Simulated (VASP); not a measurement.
# Sn8O15 (a cell with a defect) in VASP: single point with PBEsol

Aim: the single point of Sn8O15 (a cell with a defect) with PBEsol.

Everything below comes from runs of VASP 6.6.1. Logs are shortened: lines on timing, memory, paths and dates and some standing lists are left out, and cuts for length are marked.

### Step 1. The cell of the first run

The cell holds a defect, 23 atoms: a = 6.827 Å, b = 6.827 Å, c = 6.482 Å, α = 90.00°, β = 90.00°, γ = 89.07°.

### Step 2. Single point, PBEsol

Input file INCAR:

```
SYSTEM = Sn8O15
  PREC = Accurate
  ENCUT = 520
  EDIFF = 1E-6
  ISMEAR = -1
  SIGMA = 0.05
  LREAL = Auto
  LASPH = .TRUE.
  NELM = 80
  ALGO = Normal
  ISIF = 2
  LWAVE = .FALSE.
  LCHARG = .FALSE.
  GGA = PS
  NELECT = 200.0
  NBANDS = 118
```

Input file KPOINTS:

```
regular mesh
0
G
  2 2 2
  0 0 0
```

Input file POSCAR:

```
Sn8O15
1.0
   -4.7880040000     -4.8665820000      0.0000000000
    4.7880040000     -4.8665820000      0.0000000000
    0.0000000000      0.0000000000      6.4817960000
Sn O
8 15
Direct
   -0.0011060140      0.4988814547      0.2513093593
    0.4948699776      0.5002576089      0.0000000000
   -0.0011060140      0.4988814547      0.7486906407
    0.4977569074      0.5003579913      0.5000000000
    0.5183632104     -0.0001806338      0.2311070882
    0.0162056344     -0.0014850359      0.0000000000
    0.5183632104     -0.0001806338      0.7688929118
   -0.0352731252     -0.0010381914      0.5000000000
    0.1894701771      0.4969060105      0.0000000000
    0.0088558476      0.8100671665      0.2568865173
    1.0061848460      0.1873154382      0.2570472752
    0.8029863236      0.5016478118      0.0000000000
    0.1927437331      0.4953301553      0.5000000000
    0.0088558476      0.8100671665      0.7431134827
    1.0061848460      0.1873154382      0.7429527248
    0.8036603665      0.5023655054      0.5000000000
    0.7125702881      0.9967277366      0.0000000000
    0.4971474977      0.3013404349      0.2520401753
    0.4897616642      0.6995964931      0.2522549306
    0.3167268232      0.0036479285      0.0000000000
    0.4971474977      0.3013404349      0.7479598247
    0.4897616642      0.6995964931      0.7477450694
    0.6634204091     -0.0033520079      0.5000000000
```

Potentials or basis: VASP PAW PBE potentials, release 64 (Sn_d, O).

Run with:

```console
$ cat potpaw_PBE.64/Sn_d/POTCAR potpaw_PBE.64/O/POTCAR > POTCAR
$ mpirun -np 1 vasp_std > vasp.out
```

OUTCAR:

```text
SYSTEM = Sn8O15
   PREC = Accurate
   ENCUT = 520
   EDIFF = 1E-6
   ISMEAR = -1
   LREAL = Auto
   LASPH = .TRUE.
   NELM = 80
   ISIF = 2
   GGA = PS
   NELECT = 200.0

 ion  position               nearest neighbor table
   1  0.999  0.499  0.251-   9 2.08  13 2.09  16 2.09  12 2.11  10 2.13  11 2.13   3 3.22   3 3.26
                             2 3.76
   2  0.495  0.500  0.000-   9 2.09  12 2.10  18 2.12  21 2.12  19 2.13  22 2.13   4 3.24   4 3.24
                             7 3.73   5 3.73   5 3.73   7 3.73   1 3.76   3 3.76
   3  0.999  0.499  0.749-   9 2.08  13 2.09  16 2.09  12 2.11  14 2.13  15 2.13   1 3.22   1 3.26
                             2 3.76
   4  0.498  0.500  0.500-  13 2.08  16 2.09  19 2.10  22 2.10  21 2.10  18 2.10   2 3.24   2 3.24

   5  0.518  1.000  0.231-  17 2.00  23 2.00  20 2.03  18 2.07  19 2.07   7 3.00   7 3.49   8 3.51
                             6 3.71   2 3.73   2 3.73   6 3.74
   6  0.016  0.999  0.000-  20 2.05  17 2.07  10 2.11  14 2.11  11 2.11  15 2.11   8 3.26   8 3.26
                             5 3.71   7 3.71   5 3.74   7 3.74
   7  0.518  1.000  0.769-  17 2.00  23 2.00  20 2.03  21 2.07  22 2.07   5 3.00   5 3.49   8 3.51
                             6 3.71   2 3.73   2 3.73   6 3.74
   8  0.965  0.999  0.500-  10 2.06  14 2.06  11 2.06  15 2.06  23 2.06   6 3.26   6 3.26   5 3.51
                             7 3.51
   9  0.189  0.497  0.000-   1 2.08   3 2.08   2 2.09
  10  0.009  0.810  0.257-   8 2.06   6 2.11   1 2.13
  11  0.006  0.187  0.257-   8 2.06   6 2.11   1 2.13
  12  0.803  0.502  0.000-   2 2.10   1 2.11   3 2.11
  13  0.193  0.495  0.500-   4 2.08   3 2.09   1 2.09
  14  0.009  0.810  0.743-   8 2.06   6 2.11   3 2.13
  15  0.006  0.187  0.743-   8 2.06   6 2.11   3 2.13
  16  0.804  0.502  0.500-   4 2.09   3 2.09   1 2.09
  17  0.713  0.997  0.000-   5 2.00   7 2.00   6 2.07
  18  0.497  0.301  0.252-   5 2.07   4 2.10   2 2.12
  19  0.490  0.700  0.252-   5 2.07   4 2.10   2 2.13
  20  0.317  0.004  0.000-   5 2.03   7 2.03   6 2.05
  21  0.497  0.301  0.748-   7 2.07   4 2.10   2 2.12
  22  0.490  0.700  0.748-   7 2.07   4 2.10   2 2.13
  23  0.663  0.997  0.500-   5 2.00   7 2.00   8 2.06

  LATTYP: Found a base centered orthorhombic cell.
 ALAT       =     9.5760080000
 B/A-ratio  =     1.0164114316
 C/A-ratio  =     0.6768787161

  Lattice vectors:

 A1 = (  -4.7880040000,   4.8665820000,   0.0000000000)
 A2 = (  -4.7880040000,  -4.8665820000,   0.0000000000)
 A3 = (   0.0000000000,   0.0000000000,   6.4817960000)

Analysis of symmetry for initial positions (statically):
=====================================================================
 Subroutine PRICEL returns:
 Original cell was already a primitive cell.

 Routine SETGRP: Setting up the symmetry group for a
 base centered orthorhombic supercell.

 Subroutine GETGRP returns: Found  2 space group operations
 (whereof  2 operations were pure point group operations)
 out of a pool of  8 trial point group operations.

The static configuration has the point symmetry C_1h.

Analysis of symmetry for dynamics (positions and initial velocities):
=====================================================================
 Subroutine PRICEL returns:
 Original cell was already a primitive cell.

 Routine SETGRP: Setting up the symmetry group for a
 base centered orthorhombic supercell.

 Subroutine GETGRP returns: Found  2 space group operations
 (whereof  2 operations were pure point group operations)
 out of a pool of  8 trial point group operations.

The dynamic configuration has the point symmetry C_1h.

 Subroutine INISYM returns: Found  2 space group operations
 (whereof  2 operations are pure point group operations),
 and found     1 'primitive' translations

----------------------------------------------------------------------------------------

                                     Primitive cell

  volume of cell :     302.0674

  direct lattice vectors                    reciprocal lattice vectors
    -4.788004000 -4.866582000  0.000000000    -0.104427649 -0.102741513  0.000000000
     4.788004000 -4.866582000  0.000000000     0.104427649 -0.102741513  0.000000000
     0.000000000  0.000000000  6.481796000     0.000000000  0.000000000  0.154278228

  length of vectors
     6.827049338  6.827049338  6.481796000     0.146495571  0.146495571  0.154278228

  position of ions in fractional coordinates (direct lattice)
     0.998893986  0.498881455  0.251309359
     0.494869978  0.500257609  0.000000000
     0.998893986  0.498881455  0.748690641
     0.497756907  0.500357991  0.500000000
     0.518363210  0.999819366  0.231107088
     0.016205634  0.998514964  0.000000000
[... 15 lines left out ...]
     0.489761664  0.699596493  0.747745069
     0.663420409  0.996647992  0.500000000

  ion indices of the primitive-cell ions
   primitive index   ion index
                 1           1
                 2           2
                 3           3
                 4           4
                 5           5
                 6           6
[... 15 lines left out ...]
                22          22
                23          23

----------------------------------------------------------------------------------------

 KPOINTS: regular mesh

Automatic generation of k-mesh.
 Grid dimensions read from file:
 generate k-points for:    2    2    2

 Generating k-lattice:

  Cartesian coordinates                     Fractional coordinates (reciprocal lattice)
    -0.052213824 -0.051370757  0.000000000     0.500000000  0.000000000  0.000000000
     0.052213824 -0.051370757  0.000000000     0.000000000  0.500000000  0.000000000
     0.000000000  0.000000000  0.077139114     0.000000000  0.000000000  0.500000000

  Length of vectors
     0.073247786  0.073247786  0.077139114

  Shift w.r.t. Gamma in fractional coordinates (k-lattice)
     0.000000000  0.000000000  0.000000000

 Subroutine IBZKPT returns following result:
 ===========================================

 Found      8 irreducible k-points:

 Following reciprocal coordinates:
            Coordinates               Weight
  0.000000  0.000000  0.000000      1.000000
  0.500000  0.000000  0.000000      1.000000
  0.000000  0.500000  0.000000      1.000000
  0.500000  0.500000  0.000000      1.000000
  0.000000  0.000000  0.500000      1.000000
  0.500000  0.000000  0.500000      1.000000
  0.000000  0.500000  0.500000      1.000000
  0.500000  0.500000  0.500000      1.000000
   k-points           NKPTS =      8   k-points in BZ     NKDIM =      8   number of bands    NBANDS=    118
   number of dos      NEDOS =    301   number of ions     NIONS =     23
   total plane-waves  NPLWV = 139968
   dimension x,y,z NGX =    54 NGY =   54 NGZ =   48
   dimension x,y,z NGXF=   108 NGYF=  108 NGZF=   96
   ions per type =               8  15
   NGX,Y,Z   is equivalent  to a cutoff of  13.15, 13.15, 12.31 a.u.
   NGXF,Y,Z  is equivalent  to a cutoff of  26.30, 26.30, 24.62 a.u.
 SYSTEM =  Sn8O15
   PREC   = accura    normal or accurate (medium, high low for compatibility)
   ISTART =      0    job   : 0-new  1-cont  2-samecut
   ICHARG =      2    charge: 1-file 2-atom 10-const
   ISPIN  =      1    spin polarized calculation?
   LNONCOLLINEAR =      F non collinear calculations
   LSORBIT =      F    spin-orbit coupling
   LASPH  =      T    aspherical Exc in radial PAW
   ENCUT  =  520.0 eV  38.22 Ry    6.18 a.u.  12.69 12.69 12.05*2*pi/ulx,y,z
   NELM   =     80;   NELMIN=  2; NELMDL= -5     # of ELM steps
   EDIFF  = 0.1E-05   stopping-criterion for ELM
   LREAL  =      T    real-space projection
   EDIFFG = 0.1E-04   stopping-criterion for IOM
   NSW    =      0    number of steps for IOM
   IBRION =     -1    ionic relax: 0-MD 1-quasi-New 2-CG
   NFREE  =      0    steps in history (QN), initial steepest desc. (CG)
   ISIF   =      2    stress and relaxation
   ISYM   =      2    0-nonsym 1-usesym 2-fastsym
   POTIM  = 0.5000    time-step for ionic-motion
   TEBEG  =    0.0;   TEEND  =   0.0 temperature during run
   PSTRESS=    0.0 pullay stress
   NELECT =     200.0000    total number of electrons
   NUPDOWN=      -1.0000    fix difference up-down
   EMIN   =  10.00;   EMAX   =-10.00  energy-range for DOS
   EFERMI =   0.00;   METHOD = LEGACY
   ISMEAR =    -1;   SIGMA  =   0.05  broadening in eV -4-tet -1-fermi 0-gaus
   EFERMI_NEDOS =   21; number of points for ismear=-14 and -15
   IALGO  =     38    algorithm
   IMIX   =      4    mixing-type and parameters
     AMIX     =   0.40;   BMIX     =  1.00
     AMIX_MAG =   1.60;   BMIX_MAG =  1.00
  volume/ion in A,a.u.               =      13.13        88.63
  Fermi-wavevector in a.u.,A,eV,Ry     =   1.426867  2.696388 27.700778  2.035950
  Thomas-Fermi vector in A             =   2.547098
   LORBIT       =      0    0 simple, 1 ext, 2 COOP (PROOUT), +10 PAW based schemes
   GGA     = PS    functional components
   LHFCALC =     F    Hartree Fock is set to
   AEXX    =    0.0000 exact exchange contribution
   IVDW    =     0    specifies the selected vdW correction
   LEPSILON=     F    determine dielectric tensor
   LRPA    =     F    only Hartree local field effects (RPA)
 non-spin polarized calculation
  energy-cutoff  :      520.00
  volume of cell :      302.07
 maximum number of plane-waves:      8156
 NGX is ok and might be reduce to    54
   NGX = 25   NGY = 25   NGZ = 25

 number of electron     200.0000035 magnetization

 Free energy of the ion-electron system (eV)
  ---------------------------------------------------
  ext. energy  EPLUGINS =         0.00000000
  ---------------------------------------------------
  free energy    TOTEN  =      -162.42462040 eV

  energy without entropy =     -162.40740797  energy(sigma->0) =     -162.41601419

 E-fermi :   5.1505     XC(G=0): -10.9511

 val. band max:        5.1079893425   @ k =   0.0000   0.0000   0.0000
 cond. band min:       5.1882695507   @ k =   0.0000   0.0000   0.0000
 fundamental gap:      0.0802802081
 Fermi energy:         5.1504831831

 k-point     1 :       0.0000    0.0000    0.0000
  band No.  band energies     occupation
      1     -16.3194      2.00000
      2     -15.9831      2.00000
      3     -15.5718      2.00000
      4     -15.5654      2.00000
      5     -15.4629      2.00000
      6     -15.4142      2.00000
[... 104 lines left out ...]
    111      11.9481      0.00000
    112      12.0738      0.00000

 k-point     2 :       0.5000    0.0000    0.0000
  band No.  band energies     occupation
      1     -16.3466      2.00000
      2     -15.9769      2.00000
      3     -15.6272      2.00000
      4     -15.5720      2.00000
      5     -15.4636      2.00000
      6     -15.3938      2.00000
[... 682 lines left out ...]
 k-point     8 :       0.5000    0.5000    0.5000
  band No.  band energies     occupation
      1     -16.0887      2.00000
      2     -16.0061      2.00000
      3     -15.7837      2.00000
      4     -15.5377      2.00000
      5     -15.4777      2.00000
      6     -15.3517      2.00000
[... 104 lines left out ...]
    111      12.7862      0.00000
    112      13.0165      0.00000
 [bands above 112 left out]

------------------------ aborting loop because EDIFF is reached ----------------------------------------

  FORCE on cell =-STRESS in cart. coord.  units (eV):
  Direction    XX          YY          ZZ          XY          YZ          ZX
  --------------------------------------------------------------------------------------
  -------------------------------------------------------------------------------------
  Total      -31.9761824    -33.3054792    -25.9537835      5.8933372      0.0000000      0.0000000
  in kB     -169.6029066   -176.6535481   -137.6598701     31.2584881      0.0000000      0.0000000
  external PRESSURE =    -161.3054416 kB  Pullay stress =       0.0000000 kB

 VOLUME and BASIS-vectors are now :
 -----------------------------------------------------------------------------
  energy-cutoff  :      520.00
  volume of cell :      302.07
      direct lattice vectors                 reciprocal lattice vectors
    -4.788004000 -4.866582000  0.000000000    -0.104427649 -0.102741513  0.000000000
     4.788004000 -4.866582000  0.000000000     0.104427649 -0.102741513  0.000000000
     0.000000000  0.000000000  6.481796000     0.000000000  0.000000000  0.154278228

 POSITION                                       TOTAL-FORCE (eV/Angst)
 -----------------------------------------------------------------------------------
     -2.39406     -7.28905      1.62894        -0.009555     -0.013329     -0.005597
      0.02580     -4.84287      0.00000         0.014656     -0.002657      0.000000
     -2.39406     -7.28905      4.85286        -0.009555     -0.013329      0.005597
      0.01245     -4.85741      3.24090         0.008419      0.003991      0.000000
      2.30521     -7.38836      1.49799         0.010604      0.009678      0.023699
      4.70330     -4.93822      0.00000         0.006174      0.004844      0.000000
[... 15 lines left out ...]
      1.00469     -5.78811      4.84673         0.003993      0.002723     -0.008330
      1.59550     -8.07886      3.24090        -0.005538     -0.002827      0.000000
 -----------------------------------------------------------------------------------
    total drift:                               -0.003434     -0.040974     -0.000012

  FREE ENERGIE OF THE ION-ELECTRON SYSTEM (eV)
  ---------------------------------------------------
  free  energy   TOTEN  =      -162.4246203980 eV

  energy  without entropy=     -162.4074079749  energy(sigma->0) =     -162.41601419
```

Run time: 15 min. Hardware: 1 thread of Intel Xeon 8259CL, shared host; peak memory 0.42 GiB.

What came out:

- Free energy: -162.4246 eV
- Largest force: 0.057 eV/Å

Forces in eV/Å, atoms in the order of the input:
```
Sn  -0.010 -0.013 -0.006
Sn   0.015 -0.003  0.000
Sn  -0.010 -0.013  0.006
Sn   0.008  0.004  0.000
Sn   0.011  0.010  0.024
Sn   0.006  0.005  0.000
Sn   0.011  0.010 -0.024
Sn  -0.025 -0.015  0.000
O   -0.009 -0.010  0.000
O   -0.028  0.021 -0.005
O    0.019 -0.025  0.001
O    0.011  0.014  0.000
O   -0.011 -0.014  0.000
O   -0.028  0.021  0.005
O    0.019 -0.025 -0.001
O    0.011  0.016  0.000
O   -0.042 -0.039  0.000
O    0.007  0.006  0.007
O    0.004  0.003  0.008
O    0.034  0.040  0.000
O    0.007  0.006 -0.007
O    0.004  0.003 -0.008
O   -0.006 -0.003  0.000
```

Caveat: the k points lie up to 0.48 Å⁻¹ apart; the cell carries a net charge on a neutralising background, which shifts energy and pressure; the cell is charged against a uniform background, so pressure and absolute levels hang on convention; the PAW data sets were made with another functional, which shifts forces and pressure a little; spin-orbit coupling is left out, which moves the levels of the heavy elements.
